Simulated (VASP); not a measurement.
Wanted: the native input for a VASP 6.6.1 run.

```
Task                   : single point
Functional             : PBEsol
Potentials or basis    : VASP PAW PBE potentials, release 64 (Al, Ru_pv)
Cutoff                 : 520 eV
k mesh                 : 14 × 14 × 14
Occupations            : fermi-dirac, width 0.15 eV
Spin                   : no spin polarisation
Dipole correction      : no
Further INCAR settings : ALGO = Normal; EDIFF = 1e-06; NBANDS = 16
```

The structure of AlRu lies in POSCAR:

```
AlRu
1.0
    2.9782572985      0.0000000000      0.0000000000
    0.0000000000      2.9782572985      0.0000000000
    0.0000000000      0.0000000000      2.9782572985
Al Ru
1 1
Direct
    0.0000000000      0.0000000000      0.0000000000
    0.5000000000      0.5000000000      0.5000000000
```

These files were run (other wordings do the same):

INCAR

```
ALGO = Normal ; EDIFF = 1E-6
ENCUT = 520 ; GGA = PS
ISIF = 2 ; ISMEAR = -1
LASPH = True ; LCHARG = False
LREAL = False ; LWAVE = False
NBANDS = 16 ; NELM = 100
PREC = Accurate ; SIGMA = 0.15
```

KPOINTS

```
k-points
0
Gamma
  14 14 14
```

Potentials or basis: VASP PAW PBE potentials, release 64 (Al, Ru_pv).

Launch:

```bash
$ cat potpaw_PBE.64/Al/POTCAR potpaw_PBE.64/Ru_pv/POTCAR > POTCAR
$ mpirun -np 1 vasp_std > vasp.out
```

It gave:

| Item | Value |
| --- | --- |
| Pressure | 0.1 GPa |
| Band gap on the k mesh | zero (an odd number of electrons rules out a gap without spin polarisation) |

Caveat: the PAW data sets were made with another functional, which shifts forces and pressure a little.

Wall time 15 s on 1 thread of Intel(R) Xeon(R) 6975P-C (Granite Rapids), with other jobs on the host, peak memory 0.17 GiB.
